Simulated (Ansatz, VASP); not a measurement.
**One calculation of AlB2P3, two programs**

```xyz
6
Lattice="-1.6972 1.6972 7.5433 1.6972 -1.6972 7.5433 1.6972 1.6972 -7.5433" Properties=species:S:1:pos:R:3 pbc="T T T"
Al    0.0000    0.0000    0.0000
B     0.0000    0.0000   10.2045
B     0.0000    0.0000    4.8821
P     0.0000    1.6972    1.5655
P     1.6972    0.0000    3.7716
P     0.0000    1.6972    5.9778
```

Alike in both runs: functional PBE; k mesh 12 × 12 × 12; occupations gaussian, width 0.02 eV; no spin polarisation.

Ansatz relaxed the structure, and its values are those at the end. VASP's run is a single point on that final structure, the one shown.

|  | VASP | Ansatz |
| --- | --- | --- |
| version | VASP 6.6.1 | Ansatz 0.2.0 |
| potentials or method | VASP PAW PBE potentials, release 64 (Al, B, P), cutoff 520 eV | scalar-relativistic, plane waves, PAW |
| valence electrons in the cell | 24 | 24 |

VASP gave:

* gap on the k mesh at the Fermi level (eV): 0.63
* least direct gap on the mesh (eV): 0.74
* pressure (GPa): -0.2

Q: Which values does Ansatz return?

A: gap on the k mesh at the Fermi level (eV): 0.63; least direct gap on the mesh (eV): 0.74; pressure (GPa): 0.0.

With one functional, cell and mesh, what is left measures potentials, basis and numerics.
